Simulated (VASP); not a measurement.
Set up this calculation in VASP 6.6.1, as the native input.

```
Task                   : single point
Functional             : RPBE
Dispersion             : D3(BJ)
Potentials or basis    : VASP PAW PBE potentials, release 64 (Mg, S)
Cutoff                 : 520 eV
k mesh                 : 4 × 4 × 4
Occupations            : gaussian, width 0.01 eV
Spin                   : no spin polarisation
Dipole correction      : no
Further INCAR settings : ALGO = Normal; EDIFF = 1e-06; NBANDS = 11
```

The structure of MgS (Niningerite) lies in POSCAR:

```
MgS
1.0
   -0.0049900000      2.6230800000      2.6649800000
    2.5275000000      0.0299300000      2.6300600000
    2.5715700000      2.6322300000     -0.0141400000
Mg S
1 1
Direct
    0.9883300000      0.0161000000      0.9963000000
    0.4953678511      0.4836548078      0.5215932402
```

One way to write it, as run:

INCAR

```
PREC     = Accurate       # precision mode
ENCUT    = 520            # plane-wave cutoff, eV
EDIFF    = 1E-6           # SCF threshold, eV
ISMEAR   = 0              # smearing method
SIGMA    = 0.01           # smearing width, eV
LREAL    = False          # projectors in reciprocal space
LASPH    = True           # aspherical terms in the spheres
NELM     = 100            # most SCF steps
ALGO     = Normal         # electronic algorithm
ISIF     = 2              # what is computed and relaxed
LWAVE    = False          # write WAVECAR
LCHARG   = False          # write CHGCAR
GGA      = RP             # functional
IVDW     = 12             # dispersion correction
NBANDS   = 11             # bands
```

KPOINTS

```
Automatic mesh
0
Gamma
  4 4 4
```

Potentials or basis: VASP PAW PBE potentials, release 64 (Mg, S).

The run is started by

```sh
$ cat potpaw_PBE.64/Mg/POTCAR potpaw_PBE.64/S/POTCAR > POTCAR
$ mpirun -np 1 vasp_std > vasp.out
```

Results of the run:

```yaml
Pressure: -12.9 GPa
Largest_force: 0.324 eV/Å
Band_gap_on_the_k_mesh: 2.65 eV, indirect (least direct gap 3.67 eV)
Dispersion_energy_per_atom: -1.413 eV
```

Caveat: the k points lie up to 0.53 Å⁻¹ apart; the PAW data sets were made with another functional, which shifts forces and pressure a little.

It took 11 s on 1 thread of AMD EPYC 7R43 64-Core Processor (Zen 3), with other jobs on the host, peak memory 0.14 GiB.
